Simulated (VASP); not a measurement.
# MoS2 (P-6m2) in VASP: notebook

MoS2 is run at these levels: PBE+D3(BJ); tasks: single point.

Everything below comes from runs of VASP 6.6.1. Logs are shortened: lines on timing, memory, paths and dates and some standing lists are left out, and cuts for length are marked.

**1. The cell of the first run**

The structure is hexagonal, space group P-6m2 (No. 187). The conventional cell has a = 3.325 Å, b = 3.325 Å, c = 5.965 Å, α = 90.00°, β = 90.00°, γ = 120.00°. Mo (site symmetry -6m2) has 6 S at 2.38 Å within 3.1 Å. Within 3.1 Å of S (site symmetry 3m) lie 3 Mo at 2.38 Å and 1 S at 2.81 Å.

**2. Single point, PBE+D3(BJ)**

INCAR

```
SYSTEM = MoS2
  ALGO = Normal
  EDIFF = 1E-7
  ENCUT = 520
  GGA = PE
  ISIF = 2
  ISMEAR = 0
  IVDW = 12
  LASPH = .True.
  LCHARG = .False.
  LREAL = .False.
  LWAVE = .False.
  NBANDS = 20
  NELM = 100
  PREC = Accurate
  SIGMA = 0.05
```

KPOINTS

```
k-points
0
Gamma
  12 12 6
  0 0 0
```

POSCAR

```
MoS2
1.0
    3.3250602874      0.0000000000      0.0000000000
   -1.6625301437      2.8795866780      0.0000000000
    0.0000000000      0.0000000000      5.9649537896
Mo S
1 2
Direct
    0.0000000000      0.0000000000      0.0000000000
    0.3333333333      0.6666666667      0.2356692374
    0.3333333333      0.6666666667      0.7643307626
```

Potentials or basis: VASP PAW PBE potentials, release 64 (Mo_sv, S).

Started as:

```
$ cat potpaw_PBE.64/Mo_sv/POTCAR potpaw_PBE.64/S/POTCAR > POTCAR
$ mpirun -np 1 vasp_std > vasp.out
```

OUTCAR:

```text
SYSTEM = MoS2
   EDIFF = 1E-7
   ENCUT = 520
   GGA = PE
   ISIF = 2
   ISMEAR = 0
   IVDW = 12
   LASPH = .True.
   LREAL = .False.
   NELM = 100
   PREC = Accurate
 IVDW          = 12

 ion  position               nearest neighbor table
   1  0.000  0.000  0.000-   2 2.38   3 2.38   2 2.38   3 2.38   2 2.38   3 2.38
   2  0.333  0.667  0.236-   1 2.38   1 2.38   1 2.38
   3  0.333  0.667  0.764-   1 2.38   1 2.38   1 2.38

  LATTYP: Found a hexagonal cell.
 ALAT       =     3.3250602874
 C/A-ratio  =     1.7939385377

  Lattice vectors:

 A1 = (   3.3250602874,   0.0000000000,   0.0000000000)
 A2 = (  -1.6625301437,   2.8795866780,   0.0000000000)
 A3 = (   0.0000000000,   0.0000000000,   5.9649537896)

Analysis of symmetry for initial positions (statically):
=====================================================================
 Subroutine PRICEL returns:
 Original cell was already a primitive cell.

 Routine SETGRP: Setting up the symmetry group for a
 hexagonal supercell.

 Subroutine GETGRP returns: Found 12 space group operations
 (whereof 12 operations were pure point group operations)
 out of a pool of 24 trial point group operations.

The static configuration has the point symmetry D_3h.

Analysis of symmetry for dynamics (positions and initial velocities):
=====================================================================
 Subroutine PRICEL returns:
 Original cell was already a primitive cell.

 Routine SETGRP: Setting up the symmetry group for a
 hexagonal supercell.

 Subroutine GETGRP returns: Found 12 space group operations
 (whereof 12 operations were pure point group operations)
 out of a pool of 24 trial point group operations.

The dynamic configuration has the point symmetry D_3h.

 Subroutine INISYM returns: Found 12 space group operations
 (whereof 12 operations are pure point group operations),
 and found     1 'primitive' translations

----------------------------------------------------------------------------------------

                                     Primitive cell

  volume of cell :      57.1132

  direct lattice vectors                    reciprocal lattice vectors
     3.325060287  0.000000000  0.000000000     0.300746427  0.173636030  0.000000000
    -1.662530144  2.879586678  0.000000000     0.000000000  0.347272061  0.000000000
     0.000000000  0.000000000  5.964953790     0.000000000  0.000000000  0.167645892

  length of vectors
[... 83 lines left out ...]
   NELM   =    100;   NELMIN=  2; NELMDL= -5     # of ELM steps
   EDIFF  = 0.1E-06   stopping-criterion for ELM
   LREAL  =      F    real-space projection
   EDIFFG = 0.1E-05   stopping-criterion for IOM
   NSW    =      0    number of steps for IOM
   IBRION =     -1    ionic relax: 0-MD 1-quasi-New 2-CG
   NFREE  =      0    steps in history (QN), initial steepest desc. (CG)
   ISIF   =      2    stress and relaxation
   ISYM   =      2    0-nonsym 1-usesym 2-fastsym
   POTIM  = 0.5000    time-step for ionic-motion
   TEBEG  =    0.0;   TEEND  =   0.0 temperature during run
   PSTRESS=    0.0 pullay stress
   NELECT =      26.0000    total number of electrons
   NUPDOWN=      -1.0000    fix difference up-down
   EMIN   =  10.00;   EMAX   =-10.00  energy-range for DOS
   EFERMI =   0.00;   METHOD = LEGACY
   ISMEAR =     0;   SIGMA  =   0.05  broadening in eV -4-tet -1-fermi 0-gaus
   EFERMI_NEDOS =   21; number of points for ismear=-14 and -15
   IALGO  =     38    algorithm
   IMIX   =      4    mixing-type and parameters
     AMIX     =   0.40;   BMIX     =  1.00
     AMIX_MAG =   1.60;   BMIX_MAG =  1.00
  volume/ion in A,a.u.               =      19.04       128.47
  Fermi-wavevector in a.u.,A,eV,Ry     =   1.259371  2.379866 21.579049  1.586015
  Thomas-Fermi vector in A             =   2.392934
   LORBIT       =      0    0 simple, 1 ext, 2 COOP (PROOUT), +10 PAW based schemes
   GGA     = PE    functional components
   LHFCALC =     F    Hartree Fock is set to
   AEXX    =    0.0000 exact exchange contribution
   IVDW    =    12    specifies the selected vdW correction
   LEPSILON=     F    determine dielectric tensor
   LRPA    =     F    only Hartree local field effects (RPA)
 non-spin polarized calculation
 Gauss-broadening in eV      SIGMA  =   0.05
  energy-cutoff  :      520.00
  volume of cell :       57.11
 maximum number of plane-waves:      1556
 NGX is ok and might be reduce to    28

 number of electron      26.0000001 magnetization

 Free energy of the ion-electron system (eV)
  ---------------------------------------------------
  ext. energy  EPLUGINS =         0.00000000
  ---------------------------------------------------
  free energy    TOTEN  =       -21.29519856 eV

  energy without entropy =      -21.29387986  energy(sigma->0) =      -21.29453921

 E-fermi :   7.1787     XC(G=0): -10.3340

 val. band max:        7.0461985594   @ k =   0.0833  -0.0000   0.1667
 cond. band min:       7.1839853235   @ k =   0.0000   0.0000   0.1667
 fundamental gap:      0.1377867641
 Fermi energy:         7.1787421277

 k-point     1 :       0.0000    0.0000    0.0000
  band No.  band energies     occupation
      1     -54.7924      2.00000
      2     -28.8702      2.00000
      3     -28.8500      2.00000
      4     -28.8500      2.00000
      5      -8.2102      2.00000
      6      -6.0312      2.00000
[... 541 lines left out ...]
     19      14.3786      0.00000
     20      15.1860      0.00000

 [... further k-points ...]

------------------------ aborting loop because EDIFF is reached ----------------------------------------

 Edisp (eV)   -1.18475

 E8    (eV) :    -0.4770

  FORCE on cell =-STRESS in cart. coord.  units (eV):
  Direction    XX          YY          ZZ          XY          YZ          ZX
  --------------------------------------------------------------------------------------
  -------------------------------------------------------------------------------------
  Total      -2.24077    -2.24077     6.57187     0.00000     0.00000    -0.00000
  in kB     -62.85964   -62.85964   184.35841     0.00000     0.00000    -0.00000
  external pressure =       19.55 kB  Pullay stress =        0.00 kB

 VOLUME and BASIS-vectors are now :
 -----------------------------------------------------------------------------
  energy-cutoff  :      520.00
  volume of cell :       57.11
      direct lattice vectors                 reciprocal lattice vectors
     3.325060287  0.000000000  0.000000000     0.300746427  0.173636030  0.000000000
    -1.662530144  2.879586678  0.000000000     0.000000000  0.347272061  0.000000000
     0.000000000  0.000000000  5.964953790     0.000000000  0.000000000  0.167645892

 POSITION                                       TOTAL-FORCE (eV/Angst)
 -----------------------------------------------------------------------------------
      0.00000      0.00000      0.00000        -0.000000      0.000000      0.000000
     -0.00000      1.91972      1.40576         0.000000     -0.000000      1.752301
     -0.00000      1.91972      4.55920        -0.000000      0.000000     -1.752301
 -----------------------------------------------------------------------------------
    total drift:                                0.000000     -0.000000     -0.000000

  FREE ENERGIE OF THE ION-ELECTRON SYSTEM (eV)
  ---------------------------------------------------
  free  energy   TOTEN  =       -22.4799502426 eV

  energy  without entropy=      -22.4786315419  energy(sigma->0) =      -22.47929089
```

stdout:

```text
POSCAR found type information on POSCAR MoS
 POSCAR found :  2 types and       3 ions
 scaLAPACK will be used
 LDA part: xc-table for (Slater+PW92), standard interpolation
 POSCAR, INCAR and KPOINTS ok, starting setup
 FFT: planning ... GRIDC
 FFT: planning ... GRID_SOFT
 FFT: planning ... GRID
 WAVECAR not read
 entering main loop
```

It took 66 s on 1 thread of Intel Xeon 6975P-C (Granite Rapids), shared host; peak memory 0.23 GiB.

What came out:

```
Free energy                : -22.4800 eV
Pressure                   : 2.0 GPa
Largest force              : 1.752 eV/Å
Band gap on the k mesh     : zero (band 13 reaches 7.65 eV, above the bottom of band 14 at 6.88 eV)
Dispersion energy per atom : -0.395 eV
```

Forces on the atoms (eV/Å):
```
Mo   0.000  0.000  0.000
S    0.000  0.000  1.752
S    0.000  0.000 -1.752
```

Stress tensor (GPa, compression positive):
```
-6.29  0.00  0.00
 0.00 -6.29  0.00
 0.00  0.00 18.44
```

Levels at points of the mesh, in eV from the Fermi level:
```
           k point  band 11  band 12  band 13  band 14  band 15  band 16
(0.00, 0.00, 0.00)    -3.21    -0.75    -0.59     1.54     1.54     1.97
(0.50, 0.00, 0.00)    -2.89    -1.89    -1.38     0.62     1.01     3.40
(0.00, 0.00, 0.50)    -3.27    -3.08     0.47     1.37     1.37     2.23
(0.50, 0.00, 0.50)    -3.07    -2.74    -1.30     0.68     1.07     2.52
```

Caveat: forces of over 1 eV/Å act on the atoms, so gaps and moduli don't describe the material at rest.

**3. Single point, PBE+D3(BJ)**

This run uses another cell than the first one, of the same volume but with other edges.

INCAR

```
SYSTEM = MoS2
ALGO = Normal
EDIFF = 1E-6
ENCUT = 520
GGA = PE
ISIF = 2
ISMEAR = 0
IVDW = 12
LASPH = .True.
LCHARG = .False.
LREAL = .False.
LWAVE = .False.
NBANDS = 20
NELM = 80
PREC = Accurate
SIGMA = 0.05
```

KPOINTS is that of step 2.

POSCAR

```
MoS2
1.0
    2.9640037622      0.0000000000      0.0000000000
   -1.4820018811      2.5669025550      0.0000000000
    0.0000000000      0.0000000000      7.5066925761
Mo S
1 2
Direct
    0.0000000000      0.0000000000      0.0000000000
    0.3333333333      0.6666666667      0.2356692374
    0.3333333333      0.6666666667      0.7643307626
```

Potentials or basis: VASP PAW PBE potentials, release 64 (Mo_sv, S).

Started as:

```
$ cat potpaw_PBE.64/Mo_sv/POTCAR potpaw_PBE.64/S/POTCAR > POTCAR
$ mpirun -np 1 vasp_std > vasp.out
```

Wall time 42 s (1 thread of Intel Xeon 6975P-C (Granite Rapids), shared host); peak memory 0.23 GiB.

It converged, with:

```yaml
Free_energy: -22.2873 eV
Pressure: -1.0 GPa
Largest_force: 2.112 eV/Å
Band_gap_on_the_k_mesh: 0.87 eV, indirect (least direct gap 1.44 eV)
Dispersion_energy_per_atom: -0.403 eV
```

Forces on the atoms (eV/Å):
```
Mo   0.000  0.000  0.000
S    0.000  0.000 -2.112
S    0.000  0.000  2.112
```

Stress tensor (GPa, compression positive):
```
  9.97   0.00   0.00
  0.00   9.97   0.00
  0.00   0.00 -22.89
```

Levels at points of the mesh, in eV from the valence-band top:
| k point | band 10 | band 11 | band 12 | band 13 | band 14 | band 15 | band 16 | band 17 |
| --- | --- | --- | --- | --- | --- | --- | --- | --- |
| (0.00, 0.00, 0.00) | -1.56 | -1.56 | -0.26 | -0.26 | 3.09 | 3.09 | 3.30 | 3.30 |
| (0.50, 0.00, 0.00) | -2.63 | -2.30 | -1.07 | -0.09 | 2.64 | 3.25 | 3.72 | 4.02 |
| (0.00, 0.00, 0.50) | -1.56 | -1.13 | -0.27 | -0.27 | 3.12 | 3.12 | 3.28 | 3.28 |
| (0.50, 0.00, 0.50) | -2.95 | -2.31 | -0.81 | -0.06 | 2.90 | 3.25 | 3.28 | 3.96 |

Caveat: forces of over 1 eV/Å act on the atoms, so gaps and moduli don't describe the material at rest.

**4. Single point, PBE+D3(BJ)**

This run uses another cell than the first one, of the same volume but with other edges.

INCAR

```
SYSTEM = MoS2
  ALGO = Normal
  EDIFF = 1E-6
  ENCUT = 520
  GGA = PE
  ISIF = 2
  ISMEAR = 0
  IVDW = 12
  LASPH = .TRUE.
  LCHARG = .FALSE.
  LREAL = .FALSE.
  LWAVE = .FALSE.
  NBANDS = 20
  NELM = 100
  PREC = Accurate
  SIGMA = 0.05
```

KPOINTS

```
k-points
0
G
  12 12 6
  0 0 0
```

POSCAR

```
MoS2
1.0
    3.2384949447      0.0000000000      0.0000000000
   -1.6192474724      2.8046188921      0.0000000000
    0.0000000000      0.0000000000      6.2881035464
Mo S
1 2
Direct
    0.0000000000      0.0000000000      0.0000000000
    0.3333333333      0.6666666667      0.2356692374
    0.3333333333      0.6666666667      0.7643307626
```

Started as:

```
$ cat potpaw_PBE.64/Mo_sv/POTCAR potpaw_PBE.64/S/POTCAR > POTCAR
$ mpirun -np 1 vasp_std > vasp.out
```

Run time: 27 s. Hardware: 1 thread of Intel Xeon 6975P-C (Granite Rapids), shared host; peak memory 0.23 GiB.

Results (log left out):

```yaml
Free_energy: -22.8505 eV
Pressure: 0.9 GPa
Largest_force: 0.991 eV/Å
Band_gap_on_the_k_mesh: 0.21 eV, indirect (least direct gap 1.36 eV)
Dispersion_energy_per_atom: -0.396 eV
```

Forces in eV/Å, atoms in the order of the input:
```
Mo   0.000  0.000  0.000
S    0.000  0.000  0.991
S    0.000  0.000 -0.991
```

Stress tensor (GPa, compression positive):
```
-3.78  0.00  0.00
 0.00 -3.78  0.00
 0.00  0.00 10.34
```

Levels at points of the mesh, in eV from the valence-band top:
| k point | band 9 | band 10 | band 11 | band 12 | band 13 | band 14 | band 15 | band 16 | band 17 | band 18 |
| --- | --- | --- | --- | --- | --- | --- | --- | --- | --- | --- |
| (0.00, 0.00, 0.00) | -4.12 | -2.90 | -2.90 | -1.36 | -1.10 | 1.68 | 1.68 | 2.00 | 2.00 | 4.67 |
| (0.50, 0.00, 0.00) | -5.52 | -4.46 | -2.42 | -2.00 | -1.88 | 0.95 | 1.44 | 3.34 | 3.59 | 4.41 |
| (0.00, 0.00, 0.50) | -4.10 | -3.33 | -2.93 | -2.93 | 0.00 | 1.57 | 1.57 | 2.16 | 2.16 | 4.87 |
| (0.50, 0.00, 0.50) | -4.89 | -4.50 | -3.22 | -2.32 | -1.37 | 0.98 | 1.55 | 2.58 | 3.30 | 6.16 |

 A k mesh can miss the band edges.

(Part 1 of 2 ends here.)
